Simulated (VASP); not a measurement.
# MgO (P-6m2) in VASP: a series of runs

Aim: see how the results for MgO move with the level of theory and the settings. Levels: LDA, PBE, PBE0. Tasks: single point, relaxation of cell and atoms.

All numbers are computed with VASP 6.6.1; they aren't measurements. Logs are shortened: lines on timing, memory, paths and dates and some standing lists are left out, and cuts for length are marked.

## 1. The cell of the first run

The structure is hexagonal, space group P-6m2 (No. 187). The conventional cell has a = 2.977 Å, b = 2.977 Å, c = 2.715 Å, α = 90.00°, β = 90.00°, γ = 120.00°. Mg (site symmetry -6m2) has 6 O at 2.19 Å and 2 Mg at 2.71 Å within 2.9 Å. O (site symmetry -6m2) has 6 Mg at 2.19 Å and 2 O at 2.71 Å within 2.9 Å.

## 2. Single point, LDA (volume scaled by 1.04)

INCAR

```
ALGO = Normal
EDIFF = 1E-6
ENCUT = 520
GGA = CA
ISIF = 2
ISMEAR = 0
LASPH = True
LCHARG = False
LREAL = False
LWAVE = False
NBANDS = 11
NELM = 100
PREC = Accurate
SIGMA = 0.05
```

KPOINTS

```
k-points
0
Gamma
  10 10 10
```

POSCAR

```
MgO
1.0
    2.9766835069      0.0000000000      0.0000000000
   -1.4883417534      2.5778835360      0.0000000000
    0.0000000000      0.0000000000      2.7149429912
Mg O
1 1
Direct
    0.0000000000      0.0000000000      0.0000000000
    0.3333333333      0.6666666667      0.5000000000
```

Potentials or basis: VASP PAW LDA potentials, release 64 (Mg, O).

Started as:

```console
> cat potpaw_LDA.64/Mg/POTCAR potpaw_LDA.64/O/POTCAR > POTCAR
> mpirun -np 1 vasp_std > vasp.out
```

OUTCAR:

```text
EDIFF = 1E-6
   ENCUT = 520
   GGA = CA
   ISIF = 2
   ISMEAR = 0
   LASPH = True
   LREAL = False
   NELM = 100
   PREC = Accurate

 ion  position               nearest neighbor table
   1  0.000  0.000  0.000-   2 2.19   2 2.19   2 2.19   2 2.19   2 2.19   2 2.19
   2  0.333  0.667  0.500-   1 2.19   1 2.19   1 2.19   1 2.19   1 2.19   1 2.19

  LATTYP: Found a hexagonal cell.
 ALAT       =     2.9766835069
 C/A-ratio  =     0.9120697531

  Lattice vectors:

 A1 = (   2.9766835069,   0.0000000000,   0.0000000000)
 A2 = (  -1.4883417534,   2.5778835360,   0.0000000000)
 A3 = (   0.0000000000,   0.0000000000,   2.7149429912)

Analysis of symmetry for initial positions (statically):
=====================================================================
 Subroutine PRICEL returns:
 Original cell was already a primitive cell.

 Routine SETGRP: Setting up the symmetry group for a
 hexagonal supercell.

 Subroutine GETGRP returns: Found 12 space group operations
 (whereof 12 operations were pure point group operations)
 out of a pool of 24 trial point group operations.

The static configuration has the point symmetry D_3h.

Analysis of symmetry for dynamics (positions and initial velocities):
=====================================================================
 Subroutine PRICEL returns:
 Original cell was already a primitive cell.

 Routine SETGRP: Setting up the symmetry group for a
 hexagonal supercell.

 Subroutine GETGRP returns: Found 12 space group operations
 (whereof 12 operations were pure point group operations)
 out of a pool of 24 trial point group operations.

The dynamic configuration has the point symmetry D_3h.

 Subroutine INISYM returns: Found 12 space group operations
 (whereof 12 operations are pure point group operations),
 and found     1 'primitive' translations

----------------------------------------------------------------------------------------

                                     Primitive cell

  volume of cell :      20.8332

  direct lattice vectors                    reciprocal lattice vectors
     2.976683507  0.000000000  0.000000000     0.335944348  0.193957560  0.000000000
    -1.488341753  2.577883536  0.000000000     0.000000000  0.387915120  0.000000000
     0.000000000  0.000000000  2.714942991     0.000000000  0.000000000  0.368331859

  length of vectors
     2.976683507  2.976683507  2.714942991     0.387915120  0.387915120  0.368331859

  position of ions in fractional coordinates (direct lattice)
     0.000000000  0.000000000  0.000000000
     0.333333333  0.666666667  0.500000000

  ion indices of the primitive-cell ions
   primitive index   ion index
                 1           1
                 2           2

----------------------------------------------------------------------------------------

 KPOINTS: k-points

Automatic generation of k-mesh.
 Grid dimensions read from file:
 generate k-points for:   10   10   10

 Generating k-lattice:

  Cartesian coordinates                     Fractional coordinates (reciprocal lattice)
     0.033594435  0.019395756  0.000000000     0.100000000  0.000000000  0.000000000
     0.000000000  0.038791512  0.000000000     0.000000000  0.100000000  0.000000000
     0.000000000  0.000000000  0.036833186     0.000000000  0.000000000  0.100000000

  Length of vectors
     0.038791512  0.038791512  0.036833186

  Shift w.r.t. Gamma in fractional coordinates (k-lattice)
     0.000000000  0.000000000  0.000000000

 Subroutine IBZKPT returns following result:
 ===========================================

 Found     84 irreducible k-points:

 Following reciprocal coordinates:
            Coordinates               Weight
  0.000000  0.000000  0.000000      1.000000
  0.100000 -0.000000  0.000000      6.000000
  0.200000 -0.000000  0.000000      6.000000
  0.300000  0.000000  0.000000      6.000000
  0.400000  0.000000  0.000000      6.000000
  0.500000  0.000000  0.000000      3.000000
[... 16 lines left out ...]
  0.300000  0.100000  0.100000     24.000000
  0.400000  0.100000  0.100000     24.000000
 [... further k-points ...]
   k-points           NKPTS =     84   k-points in BZ     NKDIM =     84   number of bands    NBANDS=     11
   number of dos      NEDOS =    301   number of ions     NIONS =      2
   total plane-waves  NPLWV =  11520
   dimension x,y,z NGX =    24 NGY =   24 NGZ =   20
   dimension x,y,z NGXF=    48 NGYF=   48 NGZF=   40
   ions per type =               1   1
   NGX,Y,Z   is equivalent  to a cutoff of  13.40, 13.40, 12.25 a.u.
   NGXF,Y,Z  is equivalent  to a cutoff of  26.81, 26.81, 24.49 a.u.
 SYSTEM =  unknown system
   PREC   = accura    normal or accurate (medium, high low for compatibility)
   ISTART =      0    job   : 0-new  1-cont  2-samecut
   ICHARG =      2    charge: 1-file 2-atom 10-const
   ISPIN  =      1    spin polarized calculation?
   LNONCOLLINEAR =      F non collinear calculations
   LSORBIT =      F    spin-orbit coupling
   LASPH  =      T    aspherical Exc in radial PAW
   ENCUT  =  520.0 eV  38.22 Ry    6.18 a.u.   5.53  5.53  5.05*2*pi/ulx,y,z
   NELM   =    100;   NELMIN=  2; NELMDL= -5     # of ELM steps
   EDIFF  = 0.1E-05   stopping-criterion for ELM
   LREAL  =      F    real-space projection
   EDIFFG = 0.1E-04   stopping-criterion for IOM
   NSW    =      0    number of steps for IOM
   IBRION =     -1    ionic relax: 0-MD 1-quasi-New 2-CG
   NFREE  =      0    steps in history (QN), initial steepest desc. (CG)
   ISIF   =      2    stress and relaxation
   ISYM   =      2    0-nonsym 1-usesym 2-fastsym
   POTIM  = 0.5000    time-step for ionic-motion
   TEBEG  =    0.0;   TEEND  =   0.0 temperature during run
   PSTRESS=    0.0 pullay stress
   NELECT =       8.0000    total number of electrons
   NUPDOWN=      -1.0000    fix difference up-down
   EMIN   =  10.00;   EMAX   =-10.00  energy-range for DOS
   EFERMI =   0.00;   METHOD = LEGACY
   ISMEAR =     0;   SIGMA  =   0.05  broadening in eV -4-tet -1-fermi 0-gaus
   EFERMI_NEDOS =   21; number of points for ismear=-14 and -15
   IALGO  =     38    algorithm
   IMIX   =      4    mixing-type and parameters
     AMIX     =   0.40;   BMIX     =  1.00
     AMIX_MAG =   1.60;   BMIX_MAG =  1.00
  volume/ion in A,a.u.               =      10.42        70.29
  Fermi-wavevector in a.u.,A,eV,Ry     =   1.189924  2.248631 19.264753  1.415919
  Thomas-Fermi vector in A             =   2.326020
   LORBIT       =      0    0 simple, 1 ext, 2 COOP (PROOUT), +10 PAW based schemes
   GGA     = CA    functional components
   LHFCALC =     F    Hartree Fock is set to
   AEXX    =    0.0000 exact exchange contribution
   IVDW    =     0    specifies the selected vdW correction
   LEPSILON=     F    determine dielectric tensor
   LRPA    =     F    only Hartree local field effects (RPA)
 non-spin polarized calculation
 Gauss-broadening in eV      SIGMA  =   0.05
  energy-cutoff  :      520.00
  volume of cell :       20.83
 maximum number of plane-waves:       575
 NGX is ok and might be reduce to    24
   NGX = 11   NGY = 11   NGZ = 11

 number of electron       8.0000000 magnetization

 Free energy of the ion-electron system (eV)
  ---------------------------------------------------
  ext. energy  EPLUGINS =         0.00000000
  ---------------------------------------------------
  free energy    TOTEN  =       -12.61086176 eV

  energy without entropy =      -12.61086176  energy(sigma->0) =      -12.61086176

 E-fermi :   2.9855     XC(G=0): -11.0498

 val. band max:        2.6882824420   @ k =   0.3000   0.3000   0.0000
 cond. band min:       5.3560504904   @ k =   0.0000   0.0000   0.0000
 fundamental gap:      2.6677680484
 Fermi energy:         2.9855070469

 k-point     1 :       0.0000    0.0000    0.0000
  band No.  band energies     occupation
      1     -14.2640      2.00000
      2       2.1191      2.00000
      3       2.1191      2.00000
      4       2.2957      2.00000
      5       5.3561      0.00000
      6      14.1989      0.00000
      7      17.6674      0.00000
      8      17.6674      0.00000
      9      21.9023      0.00000
     10      22.6531      0.00000
     11      24.2796      0.00000

 k-point     2 :       0.1000   -0.0000    0.0000
  band No.  band energies     occupation
      1     -14.1791      2.00000
      2       1.4530      2.00000
      3       2.0459      2.00000
      4       2.3274      2.00000
      5       5.9918      0.00000
      6      14.1795      0.00000
      7      16.7625      0.00000
      8      17.9024      0.00000
      9      22.5045      0.00000
     10      22.8814      0.00000
     11      24.4580      0.00000

 k-point     3 :       0.2000   -0.0000    0.0000
  band No.  band energies     occupation
      1     -13.9475      2.00000
      2       0.2184      2.00000
      3       1.8614      2.00000
      4       2.4123      2.00000
      5       7.1462      0.00000
      6      13.6489      0.00000
      7      16.0839      0.00000
      8      18.4820      0.00000
      9      22.0924      0.00000
     10      22.8143      0.00000
     11      25.0849      0.00000

 k-point     4 :       0.3000    0.0000    0.0000
  band No.  band energies     occupation
      1     -13.6389      2.00000
      2      -0.9491      2.00000
      3       1.6463      2.00000
      4       2.5208      2.00000
      5       8.1850      0.00000
      6      12.8260      0.00000
      7      15.9945      0.00000
      8      19.1029      0.00000
      9      21.5424      0.00000
     10      22.7623      0.00000
     11      26.3775      0.00000

 k-point     5 :       0.4000    0.0000    0.0000
  band No.  band energies     occupation
      1     -13.3672      2.00000
      2      -1.7740      2.00000
      3       1.4814      2.00000
      4       2.6117      2.00000
      5       8.7956      0.00000
      6      12.5449      0.00000
      7      15.6184      0.00000
      8      19.5109      0.00000
      9      21.0714      0.00000
     10      23.4326      0.00000
     11      26.8188      0.00000
[... 211 lines left out ...]
 k-point    21 :       0.1000    0.1000    0.1000
  band No.  band energies     occupation
      1     -13.9400      2.00000
      2       0.6075      2.00000
      3       1.8386      2.00000
      4       1.9127      2.00000
      5       7.2731      0.00000
      6      13.9488      0.00000
      7      16.3468      0.00000
      8      18.2570      0.00000
      9      21.3045      0.00000
     10      23.2811      0.00000
     11      24.6501      0.00000

 k-point    22 :       0.2000    0.1000    0.1000
  band No.  band energies     occupation
      1     -13.6746      2.00000
      2      -0.3953      2.00000
      3       1.5966      2.00000
      4       1.9699      2.00000
      5       8.2706      0.00000
      6      13.2078      0.00000
      7      16.3000      0.00000
      8      18.3728      0.00000
      9      20.7980      0.00000
     10      23.3577      0.00000
     11      25.2879      0.00000

 k-point    23 :       0.3000    0.1000    0.1000
  band No.  band energies     occupation
      1     -13.3879      2.00000
      2      -1.2705      2.00000
      3       1.2951      2.00000
      4       2.1190      2.00000
      5       9.0777      0.00000
      6      12.6380      0.00000
      7      16.0736      0.00000
      8      18.6817      0.00000
      9      20.3582      0.00000
     10      23.8824      0.00000
     11      25.5427      0.00000

 k-point    24 :       0.4000    0.1000    0.1000
  band No.  band energies     occupation
      1     -13.1979      2.00000
      2      -1.7775      2.00000
      3       1.1165      2.00000
      4       2.2158      2.00000
      5       9.4596      0.00000
      6      12.5267      0.00000
      7      15.6083      0.00000
      8      19.2233      0.00000
      9      19.9256      0.00000
     10      24.4109      0.00000
     11      25.6550      0.00000

 [... further k-points ...]
[... 5 lines left out ...]
  --------------------------------------------------------------------------------------
  -------------------------------------------------------------------------------------
  Total       -1.8616117     -1.8616117     -2.2065596     -0.0000000      0.0000000      0.0000000
  in kB     -143.1670331   -143.1670331   -169.6952088     -0.0000000      0.0000000      0.0000000
  external PRESSURE =    -152.0097583 kB  Pullay stress =       0.0000000 kB

 VOLUME and BASIS-vectors are now :
 -----------------------------------------------------------------------------
  energy-cutoff  :      520.00
  volume of cell :       20.83
      direct lattice vectors                 reciprocal lattice vectors
     2.976683507  0.000000000  0.000000000     0.335944348  0.193957560  0.000000000
    -1.488341753  2.577883536  0.000000000     0.000000000  0.387915120  0.000000000
     0.000000000  0.000000000  2.714942991     0.000000000  0.000000000  0.368331859

 POSITION                                       TOTAL-FORCE (eV/Angst)
 -----------------------------------------------------------------------------------
      0.00000      0.00000      0.00000         0.000000      0.000000      0.000000
     -0.00000      1.71859      1.35747        -0.000000     -0.000000      0.000000
 -----------------------------------------------------------------------------------
    total drift:                                0.000000     -0.000000     -0.000000

  FREE ENERGIE OF THE ION-ELECTRON SYSTEM (eV)
  ---------------------------------------------------
  free  energy   TOTEN  =       -12.6108617603 eV

  energy  without entropy=      -12.6108617603  energy(sigma->0) =      -12.61086176
```

It took 9.3 s on 1 thread of Intel Xeon 6975P-C, shared host; peak memory 0.14 GiB.

Results:

| Property | Result |
| --- | --- |
| Free energy | -12.6109 eV |
| Pressure | -15.2 GPa |
| Band gap on the k mesh | 2.67 eV, indirect (least direct gap 3.06 eV) |

(Part 1 of 2 ends here.)
